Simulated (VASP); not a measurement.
# Mo (P6/mmm) in VASP: notebook

Mo is run at these levels: PBE; tasks: single point.

All numbers are computed with VASP 6.6.1; they aren't measurements. Logs are shortened: lines on timing, memory, paths and dates and some standing lists are left out, and cuts for length are marked.

### Step 1. The cell of the first run

It takes space group P6/mmm (No. 191, hexagonal). The conventional cell has a = 2.777 Å, b = 2.777 Å, c = 2.632 Å, α = 90.00°, β = 90.00°, γ = 120.00°. Mo (site symmetry 6/mmm) has 8 Mo at 2.63 to 2.78 Å within 3.5 Å.

### Step 2. Single point, PBE (strain +0.015 along x and y, +0.030 along z)

INCAR reads:

```
SYSTEM = Mo
PREC     = Accurate       ! precision mode
ENCUT    = 520            ! plane-wave cutoff, eV
EDIFF    = 1E-7           ! SCF threshold, eV
ISMEAR   = 0              ! smearing method
SIGMA    = 0.15           ! smearing width, eV
LREAL    = .FALSE.        ! projectors in reciprocal space
LASPH    = .TRUE.         ! aspherical terms in the spheres
NELM     = 100            ! most SCF steps
ALGO     = Normal         ! electronic algorithm
ISIF     = 2              ! what is computed and relaxed
LWAVE    = .FALSE.        ! write WAVECAR
LCHARG   = .FALSE.        ! write CHGCAR
GGA      = PE             ! functional
NBANDS   = 13             ! bands
```

KPOINTS reads:

```
Automatic mesh
0
G
  21 21 18
  0 0 0
```

POSCAR reads:

```
Mo
1.0
    2.7765430532      0.0000000000      0.0000000000
   -1.3882715266      2.4045568187      0.0000000000
    0.0000000000      0.0000000000      2.6318361210
Mo
1
Direct
    0.0000000000      0.0000000000      0.5000000000
```

Potentials or basis: VASP PAW PBE potentials, release 64 (Mo_sv).

On the command line:

```bash
cat potpaw_PBE.64/Mo_sv/POTCAR > POTCAR
mpirun -np 1 vasp_std > vasp.out
```

OUTCAR:

```text
SYSTEM = Mo
   PREC = Accurate
   ENCUT = 520
   EDIFF = 1E-7
   ISMEAR = 0
   LREAL = .FALSE.
   LASPH = .TRUE.
   NELM = 100
   ISIF = 2
   GGA = PE

 ion  position               nearest neighbor table
   1  0.000  0.000  0.500-

  LATTYP: Found a hexagonal cell.
 ALAT       =     2.7765430532
 C/A-ratio  =     0.9478823381

  Lattice vectors:

 A1 = (   2.7765430532,   0.0000000000,   0.0000000000)
 A2 = (  -1.3882715266,   2.4045568187,   0.0000000000)
 A3 = (   0.0000000000,   0.0000000000,   2.6318361210)

Analysis of symmetry for initial positions (statically):
=====================================================================
 Subroutine PRICEL returns:
 Original cell was already a primitive cell.

 Routine SETGRP: Setting up the symmetry group for a
 hexagonal supercell.

 Subroutine GETGRP returns: Found 24 space group operations
 (whereof 24 operations were pure point group operations)
 out of a pool of 24 trial point group operations.

The static configuration has the point symmetry D_6h.

Analysis of symmetry for dynamics (positions and initial velocities):
=====================================================================
 Subroutine PRICEL returns:
 Original cell was already a primitive cell.

 Routine SETGRP: Setting up the symmetry group for a
 hexagonal supercell.

 Subroutine GETGRP returns: Found 24 space group operations
 (whereof 24 operations were pure point group operations)
 out of a pool of 24 trial point group operations.

The dynamic configuration has the point symmetry D_6h.

 Subroutine INISYM returns: Found 24 space group operations
 (whereof 24 operations are pure point group operations),
 and found     1 'primitive' translations

----------------------------------------------------------------------------------------

                                     Primitive cell

  volume of cell :      17.5711

  direct lattice vectors                    reciprocal lattice vectors
     2.776543053  0.000000000  0.000000000     0.360160091  0.207938526  0.000000000
    -1.388271527  2.404556819  0.000000000     0.000000000  0.415877052  0.000000000
     0.000000000  0.000000000  2.631836121     0.000000000  0.000000000  0.379962868

  length of vectors
     2.776543053  2.776543053  2.631836121     0.415877052  0.415877052  0.379962868

  position of ions in fractional coordinates (direct lattice)
     0.000000000  0.000000000  0.500000000

  ion indices of the primitive-cell ions
   primitive index   ion index
                 1           1

----------------------------------------------------------------------------------------

 KPOINTS: Automatic mesh

Automatic generation of k-mesh.
 Grid dimensions read from file:
 generate k-points for:   21   21   18

 Generating k-lattice:

  Cartesian coordinates                     Fractional coordinates (reciprocal lattice)
     0.017150481  0.009901835  0.000000000     0.047619048 -0.000000000  0.000000000
     0.000000000  0.019803669  0.000000000     0.000000000  0.047619048  0.000000000
     0.000000000  0.000000000  0.021109048     0.000000000  0.000000000  0.055555556

  Length of vectors
     0.019803669  0.019803669  0.021109048

  Shift w.r.t. Gamma in fractional coordinates (k-lattice)
     0.000000000  0.000000000  0.000000000

 Subroutine IBZKPT returns following result:
 ===========================================

 Found    480 irreducible k-points:

 Following reciprocal coordinates:
            Coordinates               Weight
  0.000000  0.000000  0.000000      1.000000
  0.047619  0.000000  0.000000      6.000000
  0.095238  0.000000  0.000000      6.000000
  0.142857  0.000000  0.000000      6.000000
  0.190476  0.000000  0.000000      6.000000
  0.238095  0.000000  0.000000      6.000000
[... 16 lines left out ...]
  0.142857  0.095238  0.000000     12.000000
  0.190476  0.095238  0.000000     12.000000
 [... further k-points ...]
   k-points           NKPTS =    480   k-points in BZ     NKDIM =    480   number of bands    NBANDS=     13
   number of dos      NEDOS =    301   number of ions     NIONS =      1
   total plane-waves  NPLWV =  11520
   dimension x,y,z NGX =    24 NGY =   24 NGZ =   20
   dimension x,y,z NGXF=    48 NGYF=   48 NGZF=   40
   ions per type =               1
   NGX,Y,Z   is equivalent  to a cutoff of  14.37, 14.37, 12.63 a.u.
   NGXF,Y,Z  is equivalent  to a cutoff of  28.74, 28.74, 25.27 a.u.
 SYSTEM =  Mo
   PREC   = accura    normal or accurate (medium, high low for compatibility)
   ISTART =      0    job   : 0-new  1-cont  2-samecut
   ICHARG =      2    charge: 1-file 2-atom 10-const
   ISPIN  =      1    spin polarized calculation?
   LNONCOLLINEAR =      F non collinear calculations
   LSORBIT =      F    spin-orbit coupling
   LASPH  =      T    aspherical Exc in radial PAW
   ENCUT  =  520.0 eV  38.22 Ry    6.18 a.u.   5.16  5.16  4.89*2*pi/ulx,y,z
   NELM   =    100;   NELMIN=  2; NELMDL= -5     # of ELM steps
   EDIFF  = 0.1E-06   stopping-criterion for ELM
   LREAL  =      F    real-space projection
   EDIFFG = 0.1E-05   stopping-criterion for IOM
   NSW    =      0    number of steps for IOM
   IBRION =     -1    ionic relax: 0-MD 1-quasi-New 2-CG
   NFREE  =      0    steps in history (QN), initial steepest desc. (CG)
   ISIF   =      2    stress and relaxation
   ISYM   =      2    0-nonsym 1-usesym 2-fastsym
   POTIM  = 0.5000    time-step for ionic-motion
   TEBEG  =    0.0;   TEEND  =   0.0 temperature during run
   PSTRESS=    0.0 pullay stress
   NELECT =      14.0000    total number of electrons
   NUPDOWN=      -1.0000    fix difference up-down
   EMIN   =  10.00;   EMAX   =-10.00  energy-range for DOS
   EFERMI =   0.00;   METHOD = LEGACY
   ISMEAR =     0;   SIGMA  =   0.15  broadening in eV -4-tet -1-fermi 0-gaus
   EFERMI_NEDOS =   21; number of points for ismear=-14 and -15
   IALGO  =     38    algorithm
   IMIX   =      4    mixing-type and parameters
     AMIX     =   0.40;   BMIX     =  1.00
     AMIX_MAG =   1.60;   BMIX_MAG =  1.00
  volume/ion in A,a.u.               =      17.57       118.58
  Fermi-wavevector in a.u.,A,eV,Ry     =   1.517696  2.868029 31.339669  2.303401
  Thomas-Fermi vector in A             =   2.626916
   LORBIT       =      0    0 simple, 1 ext, 2 COOP (PROOUT), +10 PAW based schemes
   GGA     = PE    functional components
   LHFCALC =     F    Hartree Fock is set to
   AEXX    =    0.0000 exact exchange contribution
   IVDW    =     0    specifies the selected vdW correction
   LEPSILON=     F    determine dielectric tensor
   LRPA    =     F    only Hartree local field effects (RPA)
 non-spin polarized calculation
 Gauss-broadening in eV      SIGMA  =   0.15
  energy-cutoff  :      520.00
  volume of cell :       17.57
 maximum number of plane-waves:       484
 NGX is ok and might be reduce to    24
   NGX = 11   NGY = 11   NGZ =  9

 number of electron      14.0000001 magnetization

 Free energy of the ion-electron system (eV)
  ---------------------------------------------------
  ext. energy  EPLUGINS =         0.00000000
  ---------------------------------------------------
  free energy    TOTEN  =       -10.03358236 eV

  energy without entropy =      -10.02280273  energy(sigma->0) =      -10.02819254

 E-fermi :  10.7270     XC(G=0): -12.6488

 val. band max:       10.7148296805   @ k =   0.2381   0.0476   0.4444
 cond. band min:      10.7321821689   @ k =   0.2381   0.0952   0.4444
 fundamental gap:      0.0173524884
 Fermi energy:        10.7269960224

 k-point     1 :       0.0000    0.0000    0.0000
  band No.  band energies     occupation
      1     -50.3324      2.00000
      2     -23.7540      2.00000
      3     -23.7068      2.00000
      4     -23.7068      2.00000
      5       4.1153      2.00000
      6       6.6996      2.00000
      7       9.9070      2.00000
      8       9.9070      2.00000
      9      14.4221      0.00000
     10      14.4221      0.00000
     11      23.7654      0.00000
     12      25.6169      0.00000
     13      30.8083      0.00000

 k-point     2 :       0.0476    0.0000    0.0000
  band No.  band energies     occupation
      1     -50.3283      2.00000
      2     -23.7510      2.00000
      3     -23.7349      2.00000
      4     -23.7131      2.00000
      5       4.1999      2.00000
      6       6.7370      2.00000
      7       9.8234      2.00000
      8       9.9841      2.00000
      9      14.3285      0.00000
     10      14.4071      0.00000
     11      23.9544      0.00000
     12      25.7908      0.00000
     13      30.2344      0.00000

 k-point     3 :       0.0952    0.0000    0.0000
  band No.  band energies     occupation
      1     -50.3164      2.00000
      2     -23.8161      2.00000
      3     -23.7423      2.00000
      4     -23.7314      2.00000
      5       4.4448      2.00000
      6       6.8465      2.00000
      7       9.5990      2.00000
      8      10.2129      2.00000
      9      14.0684      0.00000
     10      14.3637      0.00000
     11      24.4774      0.00000
     12      26.2878      0.00000
     13      29.0739      0.00000
[... 305 lines left out ...]
 k-point    23 :       0.1429    0.0952    0.0000
  band No.  band energies     occupation
      1     -50.2640      2.00000
      2     -24.1471      2.00000
      3     -23.8269      2.00000
      4     -23.7043      2.00000
      5       5.4931      2.00000
      6       7.3430      2.00000
      7       8.8040      2.00000
      8      11.4103      0.00000
      9      13.1361      0.00000
     10      14.1291      0.00000
     11      25.5403      0.00000
     12      26.2812      0.00000
     13      28.3798      0.00000

 k-point    24 :       0.1905    0.0952    0.0000
  band No.  band energies     occupation
      1     -50.2381      2.00000
      2     -24.3041      2.00000
      3     -23.8756      2.00000
      4     -23.6855      2.00000
      5       5.9688      2.00000
      6       7.5103      2.00000
      7       8.6846      2.00000
      8      12.0836      0.00000
      9      12.7469      0.00000
     10      14.0105      0.00000
     11      24.5123      0.00000
     12      25.9235      0.00000
     13      29.3841      0.00000

 [... further k-points ...]
[... 5 lines left out ...]
  --------------------------------------------------------------------------------------
  -------------------------------------------------------------------------------------
  Total       -0.4898819     -0.4898819     -1.5290999      0.0000000      0.0000000      0.0000000
  in kB      -44.6687381    -44.6687381   -139.4274033      0.0000000      0.0000000      0.0000000
  external PRESSURE =     -76.2549598 kB  Pullay stress =       0.0000000 kB

 VOLUME and BASIS-vectors are now :
 -----------------------------------------------------------------------------
  energy-cutoff  :      520.00
  volume of cell :       17.57
      direct lattice vectors                 reciprocal lattice vectors
     2.776543053  0.000000000  0.000000000     0.360160091  0.207938526  0.000000000
    -1.388271527  2.404556819  0.000000000     0.000000000  0.415877052  0.000000000
     0.000000000  0.000000000  2.631836121     0.000000000  0.000000000  0.379962868

 POSITION                                       TOTAL-FORCE (eV/Angst)
 -----------------------------------------------------------------------------------
      0.00000      0.00000      1.31592        -0.000000      0.000000      0.000000
 -----------------------------------------------------------------------------------
    total drift:                                0.000000      0.000000      0.000000

  FREE ENERGIE OF THE ION-ELECTRON SYSTEM (eV)
  ---------------------------------------------------
  free  energy   TOTEN  =       -10.0335823575 eV

  energy  without entropy=      -10.0228027301  energy(sigma->0) =      -10.02819254
```

Wall time 2 min (1 thread of AMD EPYC 7R13 (Zen 3), shared host); peak memory 0.18 GiB.

What came out:

| Quantity | Value |
| --- | --- |
| Free energy | -10.0336 eV |
| Pressure | -7.6 GPa |
| Band gap on the k mesh | zero (band 7 reaches 11.48 eV, above the bottom of band 8 at 9.91 eV) |

Caveat: the cell differs from its parent crystal (strain +0.015 along x and y, +0.030 along z).

### Step 3. Single point, PBE (strain +0.030 along x and y, +0.015 along z)

INCAR reads:

```
PREC = Accurate
ENCUT = 520
EDIFF = 1E-6
ISMEAR = 0
SIGMA = 0.15
LREAL = False
LASPH = True
NELM = 80
ALGO = Normal
ISIF = 2
LWAVE = False
LCHARG = False
GGA = PE
NBANDS = 13
```

KPOINTS reads:

```
regular mesh
0
Gamma
  21 21 18
```

POSCAR reads:

```
Mo
1.0
    2.8175757091      0.0000000000      0.0000000000
   -1.4087878546      2.4400921412      0.0000000000
    0.0000000000      0.0000000000      2.5935084105
Mo
1
Direct
    0.0000000000      0.0000000000      0.5000000000
```

Potentials or basis: VASP PAW PBE potentials, release 64 (Mo_sv).

On the command line:

```bash
cat potpaw_PBE.64/Mo_sv/POTCAR > POTCAR
mpirun -np 1 vasp_std > vasp.out
```

It took 2.1 min on 1 thread of AMD EPYC 7R13 (Zen 3), shared host; peak memory 0.18 GiB.

It converged, with:

```
Free energy            : -10.0320 eV
Pressure               : -10.5 GPa
Band gap on the k mesh : zero (band 7 reaches 11.25 eV, above the bottom of band 8 at 9.67 eV)
```

Stress tensor (GPa, compression positive):
```
 -9.54   0.00   0.00
  0.00  -9.54   0.00
  0.00   0.00 -12.32
```

Levels at points of the mesh, in eV from the Fermi level:
```tsv
k point	band 3	band 4	band 5	band 6	band 7	band 8	band 9	band 10	band 11	band 12
(0.00, 0.00, 0.00)	-34.47	-34.34	-6.50	-3.95	-0.79	-0.79	3.76	3.76	12.86	15.56
(0.00, 0.00, 0.50)	-34.33	-34.33	-3.44	-0.01	-0.01	0.11	0.63	0.63	9.42	15.99
```

Caveat: the cell differs from its parent crystal (strain +0.030 along x and y, +0.015 along z).
